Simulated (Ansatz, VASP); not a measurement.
Two plane-wave programs on CaBr

The input INCAR:

```
SYSTEM = CaBr
  ALGO = Normal
  EDIFF = 1E-7
  ENCUT = 520
  GGA = PE
  ISIF = 2
  ISMEAR = 0
  LASPH = .TRUE.
  LCHARG = .FALSE.
  LREAL = .FALSE.
  LWAVE = .FALSE.
  NBANDS = 16
  NELM = 100
  PREC = Accurate
  SIGMA = 0.15
```

The input KPOINTS:

```
k-points
0
G
  15 15 12
  0 0 0
```

The input POSCAR:

```
CaBr
1.0
    3.6860591872      0.0000000000      0.0000000000
   -1.8430295936      3.1922208960      0.0000000000
    0.0000000000      0.0000000000      4.9020832759
Ca Br
1 1
Direct
    0.0000000000      0.0000000000      0.0000000000
    0.3333333333      0.6666666667      0.5000000000
```

Input for Ansatz:

```yaml
crystal:
  lattice:
    - [3.6860591872, 0.0, 0.0]
    - [-1.8430295936, 3.192220896, 0.0]
    - [0.0, 0.0, 4.9020832759]
  atoms:
    - { symbol: Ca, position: [0.0, 0.0, 0.0] }
    - { symbol: Br, position: [0.3333333333, 0.6666666667, 0.5] }
basis:
  ecutwfc: 420
kpoints:
  mp_grid: { grid: [15, 15, 12] }
hamiltonian:
  xc: pbe
scf:
  occupations: { method: gaussian, width: 0.15 }
output:
  forces: true
  stress: true
  eigenvalues: true
```

Alike in both runs: task single point; functional PBE; k mesh 15 × 15 × 12; occupations gaussian, width 0.15 eV; no spin polarisation.

|  | VASP | Ansatz |
| --- | --- | --- |
| version | VASP 6.6.1 | Ansatz 0.2.0 |
| potentials or method | VASP PAW PBE potentials, release 64 (Ca_sv, Br), cutoff 520 eV | scalar-relativistic, plane waves, PAW |
| valence electrons in the cell | 17 | 17 |

```csv
,VASP,Ansatz,Ansatz less VASP
gap on the k mesh at the Fermi level (eV),none,none,-
pressure (GPa),0.9,0.8,-0.05
"traceless stress, the component that is largest in VASP (GPa)",-6.01,-6.03,-0.019
```

A gap of «none» marks a metal or a gap that the smearing closes.
